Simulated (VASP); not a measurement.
The system is DyBe2F2.

```
Dy Be F
1.0
     3.67152    0.00000    0.00000
    -1.83576    3.17963    0.00000
     0.00000    0.00000    6.15856
Dy Be F
1 2 2
Direct
  0.00000 0.00000 0.00000
  0.66667 0.33333 0.00000
  0.33333 0.66667 0.50000
  0.00000 0.00000 0.63964
  0.00000 0.00000 0.36036
```

The cell was generated, and may not be a known phase.

```yaml
Program: VASP 6.6.1
Task: relaxation of cell and atoms
Functional: PBE
Potentials_or_basis: VASP PAW PBE potentials, release 64 (Dy_3, Be, F), 4f in core
Cutoff: 600 eV
k_mesh: 6 × 6 × 4
Occupations: gaussian, width 0.1 eV
Spin: no spin polarisation
```

At the start: pressure 27.4 GPa; volume 14.38 Å³/atom.

Question: Where does the relaxation end?

Answer: Over 27 steps the energy falls by 812.4 meV/atom and the volume is 23.33 Å³/atom (+62.2 %); space group P-6m2 (No. 187, to 0.1 Å) before and after.

The path:
```
step  energy change (eV)  largest force (eV/Å)  pressure (GPa)  volume (Å³)
   1              0.0000                8.5050           27.44        71.90
   2             -3.1636                1.1787            8.05       100.63
   3             -3.1920                1.2668            7.67       102.65
   4             -3.2280                1.4675            7.09       106.76
   5             -3.2168                2.0246            6.46       115.30
   6             -3.3015                0.9938           -4.42       137.47
   7             -3.4963                0.0689           -0.12       126.72
   8             -3.6951                0.4519           -0.93       132.40
   9             -3.7181                0.6634           -1.27       134.88
  10             -3.7962                0.7556           -0.75       131.44
  11             -3.9657                1.0569            1.01       121.32
  12             -3.4499                0.1920            8.81       102.03
  13             -3.9126                1.7300            2.71       118.74
  14             -3.8648                1.7466            5.33       109.72
  15             -3.9116                1.8832            3.89       114.54
  16             -3.9286                1.7501            3.75       114.19
  17             -3.9688                1.3499            3.38       113.12
  18             -3.9961                0.4927            2.85       111.01
  19             -3.9969                0.6258            2.91       111.31
  20             -4.0090                0.5904            2.62       111.86
  21             -4.0368                0.4808            1.81       113.51
  22             -4.0583                0.2493            0.39       116.85
  23             -4.0584                0.2387            0.33       116.99
  24             -4.0594                0.2000            0.28       116.94
  25             -4.0615                0.0821            0.13       116.77
  26             -4.0607                0.1573           -0.16       116.44
  27             -4.0620                0.0063            0.02       116.65
```

Final structure:
```xyz
5
Lattice="4.5160 0.0000 0.0000 -2.2580 3.9110 0.0000 0.0000 0.0000 6.6045" Properties=species:S:1:pos:R:3 pbc="T T T"
Dy    0.0000    0.0000    0.0000
Be    2.2580    1.3037    0.0000
Be    0.0000    2.6073    3.3023
F     0.0000    0.0000    4.5239
F     0.0000    0.0000    2.0806
```

Caveat: the volume moved by over 15 % at a fixed basis, so the end points are rough; the run has no spin polarisation, though such a crystal can be magnetic.
